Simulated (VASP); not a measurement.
# ZnS2 (Fm-3m) in VASP: relaxation of cell and atoms with r2SCAN

Aim: the relaxation of cell and atoms of ZnS2 with r2SCAN.

Everything below comes from runs of VASP 6.6.1. Logs are shortened: lines on timing, memory, paths and dates and some standing lists are left out, and cuts for length are marked.

### Step 1. The cell of the first run

It takes space group Fm-3m (No. 225, cubic). The conventional cell has a = 5.926 Å, b = 5.926 Å, c = 5.926 Å, α = 90.00°, β = 90.00°, γ = 90.00°. Zn (site symmetry m-3m) has 8 S at 2.57 Å within 3.4 Å. S (site symmetry -43m) has 4 Zn at 2.57 Å and 6 S at 2.96 Å within 3.4 Å.

### Step 2. Relaxation of cell and atoms, r2SCAN

The input, POSCAR:

```
ZnS2
1.0
    0.0000000000      2.9631784516      2.9631784516
    2.9631784516      0.0000000000      2.9631784516
    2.9631784516      2.9631784516      0.0000000000
Zn S
1 2
Direct
    0.0000000000      0.0000000000      0.0000000000
    0.2500000000      0.2500000000      0.2500000000
    0.7500000000      0.7500000000      0.7500000000
```

The input, INCAR.step1:

```
SYSTEM = ZnS2
ALGO     = Normal         ! electronic algorithm
EDIFF    = 1E-4           ! SCF threshold, eV
ENCUT    = 600            ! plane-wave cutoff, eV
GGA      = PE             ! functional
ISMEAR   = 0              ! smearing method
LASPH    = .TRUE.         ! aspherical terms in the spheres
LCHARG   = .FALSE.        ! write CHGCAR
LREAL    = .FALSE.        ! projectors in reciprocal space
LWAVE    = .TRUE.         ! write WAVECAR
NELM     = 100            ! most SCF steps
PREC     = Accurate       ! precision mode
SIGMA    = 0.1            ! smearing width, eV
```

The input, INCAR.step2:

```
SYSTEM = ZnS2
ALGO     = Normal         ! electronic algorithm
EDIFF    = 1E-7           ! SCF threshold, eV
EDIFFG   = -0.01          ! ionic threshold
ENCUT    = 600            ! plane-wave cutoff, eV
IBRION   = 2              ! ionic algorithm
ISIF     = 3              ! what is computed and relaxed
ISMEAR   = 0              ! smearing method
ISTART   = 1            
LASPH    = .TRUE.         ! aspherical terms in the spheres
LCHARG   = .FALSE.        ! write CHGCAR
LMIXTAU  = .TRUE.       
LREAL    = .FALSE.        ! projectors in reciprocal space
LWAVE    = .FALSE.        ! write WAVECAR
METAGGA  = R2SCAN         ! meta-GGA
NELM     = 100            ! most SCF steps
NSW      = 100            ! ionic steps
PREC     = Accurate       ! precision mode
SIGMA    = 0.1            ! smearing width, eV
```

The input, KPOINTS:

```
k-points
0
G
  14 14 14
  0 0 0
```

Potentials or basis: VASP PAW PBE potentials, release 64 (Zn, S).

The run is started by

```
$ cat potpaw_PBE.64/Zn/POTCAR potpaw_PBE.64/S/POTCAR > POTCAR
$ cp INCAR.step1 INCAR
$ mpirun -np 1 vasp_std > vasp.out
$ cp INCAR.step2 INCAR
$ mpirun -np 1 vasp_std > vasp.out
```

OUTCAR:

```text
SYSTEM = ZnS2
   EDIFF = 1E-7
   EDIFFG = -0.01
   ENCUT = 600
   IBRION = 2
   ISIF = 3
   ISMEAR = 0
   ISTART = 1
   LASPH = .TRUE.
   LREAL = .FALSE.
   METAGGA = R2SCAN
   NELM = 100
   NSW = 100
   PREC = Accurate

 ion  position               nearest neighbor table
   1  0.000  0.000  0.000-   3 2.57   3 2.57   3 2.57   2 2.57   2 2.57   2 2.57   3 2.57   2 2.57

   2  0.250  0.250  0.250-   1 2.57   1 2.57   1 2.57   1 2.57
   3  0.750  0.750  0.750-   1 2.57   1 2.57   1 2.57   1 2.57

  LATTYP: Found a face centered cubic cell.
 ALAT       =     5.9263569032

  Lattice vectors:

 A1 = (   0.0000000000,   2.9631784516,   2.9631784516)
 A2 = (   2.9631784516,   0.0000000000,   2.9631784516)
 A3 = (   2.9631784516,   2.9631784516,   0.0000000000)

Analysis of symmetry for initial positions (statically):
=====================================================================
 Subroutine PRICEL returns:
 Original cell was already a primitive cell.

 Routine SETGRP: Setting up the symmetry group for a
 face centered cubic supercell.

 Subroutine GETGRP returns: Found 48 space group operations
 (whereof 48 operations were pure point group operations)
 out of a pool of 48 trial point group operations.

The static configuration has the point symmetry O_h .

Analysis of symmetry for dynamics (positions and initial velocities):
=====================================================================
 Subroutine PRICEL returns:
 Original cell was already a primitive cell.

 Routine SETGRP: Setting up the symmetry group for a
 face centered cubic supercell.

 Subroutine GETGRP returns: Found 48 space group operations
 (whereof 48 operations were pure point group operations)
 out of a pool of 48 trial point group operations.

The dynamic configuration has the point symmetry O_h .

 Subroutine INISYM returns: Found 48 space group operations
 (whereof 48 operations are pure point group operations),
 and found     1 'primitive' translations

----------------------------------------------------------------------------------------

                                     Primitive cell

  volume of cell :      52.0359

  direct lattice vectors                    reciprocal lattice vectors
     0.000000000  2.963178452  2.963178452    -0.168737728  0.168737728  0.168737728
     2.963178452  0.000000000  2.963178452     0.168737728 -0.168737728  0.168737728
     2.963178452  2.963178452  0.000000000     0.168737728  0.168737728 -0.168737728

  length of vectors
     4.190567154  4.190567154  4.190567154     0.292262318  0.292262318  0.292262318

  position of ions in fractional coordinates (direct lattice)
     0.000000000  0.000000000  0.000000000
     0.250000000  0.250000000  0.250000000
     0.750000000  0.750000000  0.750000000

  ion indices of the primitive-cell ions
   primitive index   ion index
                 1           1
                 2           2
                 3           3

----------------------------------------------------------------------------------------

 KPOINTS: k-points

Automatic generation of k-mesh.
 Grid dimensions read from file:
 generate k-points for:   14   14   14

 Generating k-lattice:

  Cartesian coordinates                     Fractional coordinates (reciprocal lattice)
    -0.012052695  0.012052695  0.012052695     0.071428571  0.000000000  0.000000000
     0.012052695 -0.012052695  0.012052695     0.000000000  0.071428571  0.000000000
     0.012052695  0.012052695 -0.012052695     0.000000000  0.000000000  0.071428571

  Length of vectors
     0.020875880  0.020875880  0.020875880

  Shift w.r.t. Gamma in fractional coordinates (k-lattice)
     0.000000000  0.000000000  0.000000000

 Subroutine IBZKPT returns following result:
 ===========================================

 Found    104 irreducible k-points:

 Following reciprocal coordinates:
            Coordinates               Weight
  0.000000  0.000000  0.000000      1.000000
  0.071429  0.000000  0.000000      8.000000
  0.142857  0.000000  0.000000      8.000000
  0.214286  0.000000  0.000000      8.000000
  0.285714  0.000000  0.000000      8.000000
  0.357143  0.000000  0.000000      8.000000
[... 16 lines left out ...]
  0.214286  0.142857  0.000000     24.000000
  0.285714  0.142857  0.000000     24.000000
 [... further k-points ...]
   k-points           NKPTS =    104   k-points in BZ     NKDIM =    104   number of bands    NBANDS=     16
   number of dos      NEDOS =    301   number of ions     NIONS =      3
   total plane-waves  NPLWV =  46656
   dimension x,y,z NGX =    36 NGY =   36 NGZ =   36
   dimension x,y,z NGXF=    72 NGYF=   72 NGZF=   72
   ions per type =               1   2
   NGX,Y,Z   is equivalent  to a cutoff of  14.28, 14.28, 14.28 a.u.
   NGXF,Y,Z  is equivalent  to a cutoff of  28.56, 28.56, 28.56 a.u.
 SYSTEM =  ZnS2
   PREC   = accura    normal or accurate (medium, high low for compatibility)
   ISTART =      1    job   : 0-new  1-cont  2-samecut
   ICHARG =      0    charge: 1-file 2-atom 10-const
   ISPIN  =      1    spin polarized calculation?
   LNONCOLLINEAR =      F non collinear calculations
   LSORBIT =      F    spin-orbit coupling
   LASPH  =      T    aspherical Exc in radial PAW
   ENCUT  =  600.0 eV  44.10 Ry    6.64 a.u.   8.37  8.37  8.37*2*pi/ulx,y,z
   NELM   =    100;   NELMIN=  2; NELMDL=  0     # of ELM steps
   EDIFF  = 0.1E-06   stopping-criterion for ELM
   LREAL  =      F    real-space projection
   EDIFFG = -.1E-01   stopping-criterion for IOM
   NSW    =    100    number of steps for IOM
   IBRION =      2    ionic relax: 0-MD 1-quasi-New 2-CG
   NFREE  =      1    steps in history (QN), initial steepest desc. (CG)
   ISIF   =      3    stress and relaxation
   ISYM   =      2    0-nonsym 1-usesym 2-fastsym
   POTIM  = 0.5000    time-step for ionic-motion
   TEBEG  =    0.0;   TEEND  =   0.0 temperature during run
   PSTRESS=    0.0 pullay stress
   NELECT =      24.0000    total number of electrons
   NUPDOWN=      -1.0000    fix difference up-down
   EMIN   =  10.00;   EMAX   =-10.00  energy-range for DOS
   EFERMI =   0.00;   METHOD = LEGACY
   ISMEAR =     0;   SIGMA  =   0.10  broadening in eV -4-tet -1-fermi 0-gaus
   EFERMI_NEDOS =   21; number of points for ismear=-14 and -15
   IALGO  =     38    algorithm
   IMIX   =      4    mixing-type and parameters
     AMIX     =   0.40;   BMIX     =  1.00
     AMIX_MAG =   1.60;   BMIX_MAG =  1.00
  volume/ion in A,a.u.               =      17.35       117.05
  Fermi-wavevector in a.u.,A,eV,Ry     =   1.264865  2.390248 21.767729  1.599883
  Thomas-Fermi vector in A             =   2.398148
   LORBIT       =      0    0 simple, 1 ext, 2 COOP (PROOUT), +10 PAW based schemes
   METAGGA = R2SCAN    functional components
   LHFCALC =     F    Hartree Fock is set to
   AEXX    =    0.0000 exact exchange contribution
   IVDW    =     0    specifies the selected vdW correction
   LEPSILON=     F    determine dielectric tensor
   LRPA    =     F    only Hartree local field effects (RPA)
 conjugate gradient relaxation of ions
 non-spin polarized calculation
 Gauss-broadening in eV      SIGMA  =   0.10
  energy-cutoff  :      600.00
  volume of cell :       52.04
 maximum number of plane-waves:      1807
 NGX is ok and might be reduce to    36
   NGX = 17   NGY = 17   NGZ = 17

--------------------------------------- Ionic step        1  -------------------------------------------

 number of electron      24.0000003 magnetization

 Free energy of the ion-electron system (eV)
  ---------------------------------------------------
  ext. energy  EPLUGINS =         0.00000000
  ---------------------------------------------------
  free energy    TOTEN  =       -24.22302329 eV

  energy without entropy =      -24.21422911  energy(sigma->0) =      -24.21862620

 E-fermi :   4.6700     XC(G=0): -11.1282

 val. band max:        4.6439773668   @ k =   0.2857   0.2143   0.0000
 cond. band min:       4.6885304909   @ k =  -0.2143   0.1429   0.0000
 fundamental gap:      0.0445531242
 Fermi energy:         4.6699531438

 k-point     1 :       0.0000    0.0000    0.0000
  band No.  band energies     occupation
      1     -11.1294      2.00000
      2      -6.2596      2.00000
      3      -3.0559      2.00000
      4      -3.0559      2.00000
      5      -3.0559      2.00000
      6      -2.4789      2.00000
[... 8 lines left out ...]
     15       8.5952      0.00000
     16       8.5952      0.00000
[... 533 lines left out ...]
 POSITION                                       TOTAL-FORCE (eV/Angst)
 -----------------------------------------------------------------------------------
      0.00000      0.00000      0.00000         0.000000      0.000000      0.000000
      1.50313      1.50313      1.50313        -0.000000      0.000000     -0.000000
      4.50940      4.50940      4.50940        -0.000000     -0.000000      0.000000
 -----------------------------------------------------------------------------------
    total drift:                               -0.000000      0.000000      0.000000

  FREE ENERGIE OF THE ION-ELECTRON SYSTEM (eV)
  ---------------------------------------------------
  free  energy   TOTEN  =       -24.2503040972 eV

  energy  without entropy=      -24.2409492502  energy(sigma->0) =      -24.24562667

--------------------------------------- Ionic step        4  -------------------------------------------

 number of electron      23.9999987 magnetization

 Free energy of the ion-electron system (eV)
  ---------------------------------------------------
  ext. energy  EPLUGINS =         0.00000000
  ---------------------------------------------------
  free energy    TOTEN  =       -24.25029269 eV

  energy without entropy =      -24.24092116  energy(sigma->0) =      -24.24560692

 E-fermi :   4.1381     XC(G=0): -10.8950

 val. band max:        4.1170254806   @ k =   0.2143   0.2143   0.0000
 cond. band min:       4.1526173562   @ k =   0.4286   0.2857   0.0000
 fundamental gap:      0.0355918756
 Fermi energy:         4.1381362230

 k-point     1 :       0.0000    0.0000    0.0000
  band No.  band energies     occupation
      1     -11.2589      2.00000
      2      -6.8021      2.00000
      3      -3.3857      2.00000
      4      -3.3857      2.00000
      5      -3.3857      2.00000
      6      -2.8841      2.00000
[... 8 lines left out ...]
     15       8.2214      0.00000
     16       8.2214      0.00000
[... 459 lines left out ...]
 POSITION                                       TOTAL-FORCE (eV/Angst)
 -----------------------------------------------------------------------------------
      0.00000      3.00758      3.00758         0.000000      0.000000      0.000000
      1.50379      1.50379      1.50379         0.000000      0.000000      0.000000
      4.51137      4.51137      4.51137        -0.000000     -0.000000     -0.000000
 -----------------------------------------------------------------------------------
    total drift:                               -0.000000     -0.000000      0.000000

  FREE ENERGIE OF THE ION-ELECTRON SYSTEM (eV)
  ---------------------------------------------------
  free  energy   TOTEN  =       -24.2502926917 eV

  energy  without entropy=      -24.2409211575  energy(sigma->0) =      -24.24560692

 reached required accuracy - stopping structural energy minimisation
```

Run time: 20 min. Hardware: 1 thread of Intel Xeon 8259CL, shared host; peak memory 0.31 GiB.

Results:

```
Free energy                           : -24.2503 eV
Relaxed volume                        : 18.14 Å³/atom
Relaxed cell                          : a = 4.253 Å, b = 4.253 Å, c = 4.253 Å, α = 60.00°, β = 60.00°, γ = 60.00°
Space group after relaxing (to 0.1 Å) : Fm-3m (No. 225)
Energy gained by relaxing             : 9.1 meV/atom
Ionic steps                           : 4
Pressure after relaxing               : 0.0 GPa
Band gap on the k mesh                : zero (bands 12 and 13 overlap by 2.95 eV)
```

Step by step:
```tsv
step	energy change (eV)	largest force (eV/Å)	pressure (GPa)	volume (Å³)
1	0.0000	0.0000	4.01	52.04
2	-0.0226	0.0000	-1.38	55.37
3	-0.0273	0.0000	0.10	54.34
4	-0.0273	0.0000	0.00	54.41
```

Final structure:
```xyz
3
Lattice="0.0000 3.0076 3.0076 3.0076 0.0000 3.0076 3.0076 3.0076 0.0000" Properties=species:S:1:pos:R:3 pbc="T T T"
Zn    0.0000    3.0076    3.0076
S     1.5038    1.5038    1.5038
S     4.5114    4.5114    4.5114
```

Caveat: the PAW data sets were made with another functional, which shifts forces and pressure a little.

The gap in the log of VASP goes by the Fermi energy; the results here count the filled bands.